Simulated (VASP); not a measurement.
# Mo in VASP: further runs

Runs on Mo. Level: PBE. Tasks: single point.

All numbers are computed with VASP 6.6.1; they aren't measurements. Logs are shortened: lines on timing, memory, paths and dates and some standing lists are left out, and cuts for length are marked.

### 1 The cell of the first run

The cell holds a slab with vacuum, 5 atoms: a = 4.470 Å, b = 4.470 Å, c = 19.650 Å, α = 90.00°, β = 90.00°, γ = 120.00°.

### 2 Single point, PBE

Contents of INCAR:

```
SYSTEM = Mo
  PREC = Accurate
  ENCUT = 520
  EDIFF = 1E-7
  ISMEAR = -1
  SIGMA = 0.1
  LREAL = .FALSE.
  LASPH = .TRUE.
  NELM = 80
  ALGO = Normal
  ISIF = 2
  LWAVE = .FALSE.
  LCHARG = .FALSE.
  LDIPOL = .TRUE.
  IDIPOL = 3
  DIPOL = 0.5 0.5 0.500
  GGA = PE
  NBANDS = 43
```

Contents of KPOINTS:

```
Automatic mesh
0
G
  10 10 1
  0 0 0
```

Contents of POSCAR:

```
Mo
1.0
    4.4701026966      0.0000000000      0.0000000000
   -2.2350513483      3.8712224928      0.0000000000
    0.0000000000      0.0000000000     19.6498000000
Mo
5
Direct
    0.8333333333      0.1666666667      0.4205312813
    0.1666666667      0.8333333333      0.4571710423
    0.5000000000      0.5000000000      0.4999999845
    0.8333333333      0.1666666667      0.5428289628
    0.1666666667      0.8333333333      0.5794687290
```

Potentials or basis: VASP PAW PBE potentials, release 64 (Mo_sv).

Run with:

```bash
$ cat potpaw_PBE.64/Mo_sv/POTCAR > POTCAR
$ mpirun -np 1 vasp_std > vasp.out
```

OUTCAR:

```text
SYSTEM = Mo
   PREC = Accurate
   ENCUT = 520
   EDIFF = 1E-7
   ISMEAR = -1
   LREAL = .FALSE.
   LASPH = .TRUE.
   NELM = 80
   ISIF = 2
   GGA = PE

 ion  position               nearest neighbor table
   1  0.833  0.167  0.421-   4 2.40   2 2.68   2 2.68   2 2.68   3 3.02   3 3.02   3 3.02
   2  0.167  0.833  0.457-   5 2.40   1 2.68   1 2.68   1 2.68   3 2.71   3 2.71   3 2.71   4 3.08
                             4 3.08   4 3.08
   3  0.500  0.500  0.500-   2 2.71   2 2.71   2 2.71   4 2.71   4 2.71   4 2.71   1 3.02   1 3.02
                             1 3.02   5 3.02   5 3.02   5 3.02
   4  0.833  0.167  0.543-   1 2.40   5 2.68   5 2.68   5 2.68   3 2.71   3 2.71   3 2.71   2 3.08
                             2 3.08   2 3.08
   5  0.167  0.833  0.579-   2 2.40   4 2.68   4 2.68   4 2.68   3 3.02   3 3.02   3 3.02

  LATTYP: Found a hexagonal cell.
 ALAT       =     4.4701026966
 C/A-ratio  =     4.3958274191

  Lattice vectors:

 A1 = (   4.4701026966,   0.0000000000,   0.0000000000)
 A2 = (  -2.2350513483,   3.8712224928,   0.0000000000)
 A3 = (   0.0000000000,   0.0000000000,  19.6498000000)

Analysis of symmetry for initial positions (statically):
=====================================================================
 Subroutine PRICEL returns:
 Original cell was already a primitive cell.

 Routine SETGRP: Setting up the symmetry group for a
 hexagonal supercell.

 Subroutine GETGRP returns: Found 12 space group operations
 (whereof  4 operations were pure point group operations)
 out of a pool of 24 trial point group operations.

The static configuration has the point symmetry C_2h.
 The point group associated with its full space group is D_3d.

Analysis of symmetry for dynamics (positions and initial velocities):
=====================================================================
 Subroutine PRICEL returns:
 Original cell was already a primitive cell.

 Routine SETGRP: Setting up the symmetry group for a
 hexagonal supercell.

 Subroutine GETGRP returns: Found 12 space group operations
 (whereof  4 operations were pure point group operations)
 out of a pool of 24 trial point group operations.

The dynamic configuration has the point symmetry C_2h.
 The point group associated with its full space group is D_3d.

 Subroutine INISYM returns: Found 12 space group operations
 (whereof  4 operations are pure point group operations),
 and found     1 'primitive' translations

----------------------------------------------------------------------------------------

                                     Primitive cell
[... 96 lines left out ...]
   PSTRESS=    0.0 pullay stress
   NELECT =      70.0000    total number of electrons
   NUPDOWN=      -1.0000    fix difference up-down
   EMIN   =  10.00;   EMAX   =-10.00  energy-range for DOS
   EFERMI =   0.00;   METHOD = LEGACY
   ISMEAR =    -1;   SIGMA  =   0.10  broadening in eV -4-tet -1-fermi 0-gaus
   EFERMI_NEDOS =   21; number of points for ismear=-14 and -15
   IALGO  =     38    algorithm
   IMIX   =      4    mixing-type and parameters
     AMIX     =   0.40;   BMIX     =  1.00
     AMIX_MAG =   1.60;   BMIX_MAG =  1.00
  volume/ion in A,a.u.               =      68.01       458.93
  Fermi-wavevector in a.u.,A,eV,Ry     =   0.966643  1.826691 12.713274  0.934399
  Thomas-Fermi vector in A             =   2.096462
   LORBIT       =      0    0 simple, 1 ext, 2 COOP (PROOUT), +10 PAW based schemes
   GGA     = PE    functional components
   LHFCALC =     F    Hartree Fock is set to
   AEXX    =    0.0000 exact exchange contribution
   IVDW    =     0    specifies the selected vdW correction
   LEPSILON=     F    determine dielectric tensor
   LRPA    =     F    only Hartree local field effects (RPA)
 non-spin polarized calculation
  energy-cutoff  :      520.00
  volume of cell :      340.04
 maximum number of plane-waves:      9201
 NGX is ok and might be reduce to    36
   NGX = 17   NGY = 17   NGZ = 73

 dipolmoment           0.000000      0.000000     -0.000000 electrons x Angstroem

 number of electron      70.0000008 magnetization

 dipolmoment           0.000000      0.000000      0.000004 electrons x Angstroem

 Free energy of the ion-electron system (eV)
  ---------------------------------------------------
  ext. energy  EPLUGINS =         0.00000000
  ---------------------------------------------------
  free energy    TOTEN  =       -48.34632486 eV

  energy without entropy =      -48.20279122  energy(sigma->0) =      -48.27455804

 E-fermi :   0.0627     XC(G=0):  -4.1809

 val. band max:       -0.0292097370   @ k =   0.3000   0.3000   0.0000
 cond. band min:       0.0845146170   @ k =   0.4000   0.2000   0.0000
 fundamental gap:      0.1137243539
 Fermi energy:         0.0626804790

 k-point     1 :       0.0000    0.0000    0.0000
  band No.  band energies     occupation
      1     -61.2569      2.00000
      2     -61.0022      2.00000
      3     -60.8580      2.00000
      4     -60.8372      2.00000
      5     -60.6472      2.00000
      6     -35.8625      2.00000
[... 633 lines left out ...]
     42       1.5536      0.00000
     43       1.7972      0.00000

------------------------ aborting loop because EDIFF is reached ----------------------------------------

 vacuum level on the upper side and lower side of the slab       (xc-potential included)        -0.074        -0.074

  FORCE on cell =-STRESS in cart. coord.  units (eV):
  Direction    XX          YY          ZZ          XY          YZ          ZX
  --------------------------------------------------------------------------------------
  -------------------------------------------------------------------------------------
  Total       -2.6082034     -2.6082034      0.2919264      0.0000000      0.0000000     -0.0000000
  in kB      -12.2893318    -12.2893318      1.3754987      0.0000000      0.0000000     -0.0000000
  external PRESSURE =      -7.7343883 kB  Pullay stress =       0.0000000 kB

 VOLUME and BASIS-vectors are now :
 -----------------------------------------------------------------------------
  energy-cutoff  :      520.00
  volume of cell :      340.04
      direct lattice vectors                 reciprocal lattice vectors
     4.470102697  0.000000000  0.000000000     0.223708507  0.129158167  0.000000000
    -2.235051348  3.871222493  0.000000000     0.000000000  0.258316333  0.000000000
     0.000000000  0.000000000 19.649800000     0.000000000  0.000000000  0.050891103

 POSITION                                       TOTAL-FORCE (eV/Angst)
 -----------------------------------------------------------------------------------
      3.35258      0.64520      8.26336        -0.000000      0.000000     -0.068955
     -1.11753      3.22602      8.98332         0.000000     -0.000000     -0.062240
      1.11753      1.93561      9.82490         0.000000      0.000000      0.000000
      3.35258      0.64520     10.66648        -0.000000      0.000000      0.062240
     -1.11753      3.22602     11.38644         0.000000      0.000000      0.068955
 -----------------------------------------------------------------------------------
    total drift:                                0.000002     -0.000001      0.001359

  FREE ENERGIE OF THE ION-ELECTRON SYSTEM (eV)
  ---------------------------------------------------
  free  energy   TOTEN  =       -48.3463248566 eV

  energy  without entropy=      -48.2027912232  energy(sigma->0) =      -48.27455804

 vacuum level on the upper side and lower side of the slab         3.768         3.768
```

OSZICAR:

```text
N       E                     dE             d eps       ncg     rms          rms(c)
DAV:   1     0.589622556802E+03    0.58962E+03   -0.43928E+04  1772   0.138E+03
DAV:   2    -0.272884436792E+02   -0.61691E+03   -0.60267E+03  1428   0.388E+02
DAV:   3    -0.519466146921E+02   -0.24658E+02   -0.23824E+02  1467   0.626E+01
[... 18 lines left out ...]
DAV:  22    -0.483463185515E+02   -0.17800E-04   -0.20000E-06  1183   0.257E-03    0.348E-04
DAV:  23    -0.483463232868E+02   -0.47353E-05   -0.37069E-07  1021   0.104E-03    0.190E-04
DAV:  24    -0.483463246805E+02   -0.13937E-05   -0.10454E-07   957   0.550E-04    0.865E-05
DAV:  25    -0.483463248149E+02   -0.13448E-06   -0.65869E-09   804   0.216E-04    0.397E-05
DAV:  26    -0.483463248566E+02   -0.41657E-07   -0.17408E-09   726   0.139E-04
   1 F= -.48346325E+02 E0= -.48274558E+02  d E =-.143534E+00
```

stdout:

```text
POSCAR found type information on POSCAR Mo
 POSCAR found :  1 types and       5 ions
 scaLAPACK will be used
 LDA part: xc-table for (Slater+PW92), standard interpolation
 POSCAR, INCAR and KPOINTS ok, starting setup
 FFT: planning ... GRIDC
 FFT: planning ... GRID_SOFT
 FFT: planning ... GRID
 WAVECAR not read
 entering main loop
```

Wall time 8.2 min (1 thread of Intel Xeon 8259CL, shared host); peak memory 0.51 GiB.

Results:

```yaml
Free_energy: -48.3463 eV
Largest_force: 0.069 eV/Å
```

Forces on the atoms (eV/Å):
```
Mo   0.000  0.000 -0.069
Mo   0.000  0.000 -0.062
Mo   0.000  0.000  0.000
Mo   0.000  0.000  0.062
Mo   0.000  0.000  0.069
```

### 3 Single point, PBE

Contents of INCAR:

```
PREC     = Accurate       # precision mode
ENCUT    = 520            # plane-wave cutoff, eV
EDIFF    = 1E-6           # SCF threshold, eV
ISMEAR   = -1             # smearing method
SIGMA    = 0.1            # smearing width, eV
LREAL    = F              # projectors in reciprocal space
LASPH    = T              # aspherical terms in the spheres
NELM     = 100            # most SCF steps
ALGO     = Normal         # electronic algorithm
ISIF     = 2              # what is computed and relaxed
LWAVE    = F              # write WAVECAR
LCHARG   = F              # write CHGCAR
LDIPOL   = T            
IDIPOL   = 3            
DIPOL    = 0.5 0.5 0.500
GGA      = PE             # functional
NBANDS   = 43             # bands
```

Contents of KPOINTS:

```
regular mesh
0
Gamma
  10 10 1
```

Contents of POSCAR:

```
Mo
1.0
    4.4701026966      0.0000000000      0.0000000000
   -2.2350513483      3.8712224928      0.0000000000
    0.0000000000      0.0000000000     19.6498000000
Mo
5
Direct
    0.8333333330      0.1666666670      0.4071282261
    0.1666666670      0.8333333330      0.4535641129
    0.5000000000      0.5000000000      0.5000000000
    0.8333333330      0.1666666670      0.5464358871
    0.1666666670      0.8333333330      0.5928717739
```

Potentials or basis: VASP PAW PBE potentials, release 64 (Mo_sv).

Run with:

```bash
$ cat potpaw_PBE.64/Mo_sv/POTCAR > POTCAR
$ mpirun -np 1 vasp_std > vasp.out
```

Wall time 12 min (1 thread of Intel Xeon 8259CL, shared host); peak memory 0.51 GiB.

Results (log left out):

```yaml
Free_energy: -47.4334 eV
Largest_force: 2.654 eV/Å
```

Forces on the atoms (eV/Å):
```
Mo   0.000  0.000  2.654
Mo   0.000  0.000  0.841
Mo   0.000  0.000  0.000
Mo   0.000  0.000 -0.841
Mo   0.000  0.000 -2.654
```

Levels at points of the mesh, in eV from the Fermi level:
```tsv
k point	band 33	band 34	band 35	band 36	band 37	band 38
(0.00, 0.00, 0.00)	-1.22	-1.22	-0.91	0.13	0.96	0.96
(0.50, 0.00, 0.00)	-1.25	-0.44	-0.03	0.17	0.35	0.55
```
